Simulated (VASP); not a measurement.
A run of VASP 6.6.1 is set up as follows.

The input INCAR:

```
PREC = Accurate ; ENCUT = 600
EDIFF = 1E-6 ; ISMEAR = -1
SIGMA = 0.01 ; LREAL = F
LASPH = T ; NELM = 120
ALGO = Normal ; ISIF = 2
LWAVE = F ; LCHARG = F
GGA = PE ; NBANDS = 11
GGA_COMPAT = F
```

File KPOINTS:

```
regular mesh
0
Gamma
  13 13 13
```

Contents of POSCAR:

```
C
1.0
    0.0000000000      1.7858109333      1.7858109333
    1.7858109333      0.0000000000      1.7858109333
    1.7858109333      1.7858109333      0.0000000000
C
2
Direct
    0.0000000000      0.0000000000      0.0000000000
    0.2500000002      0.2500000002      0.2500000002
```

Potentials or basis: VASP PAW PBE potentials, release 64 (C).

Launch:

```console
$ cat potpaw_PBE.64/C/POTCAR > POTCAR
$ mpirun -np 1 vasp_std > vasp.out
```

(1) What does it give for the pressure?

(2) What does it give for the band gap on the k mesh?

Results:

(1) 0.0 GPa.

(2) 4.13 eV (least direct gap 5.58 eV).

Caveat: an odd mesh through Γ misses points on the zone boundary, where band edges can lie.
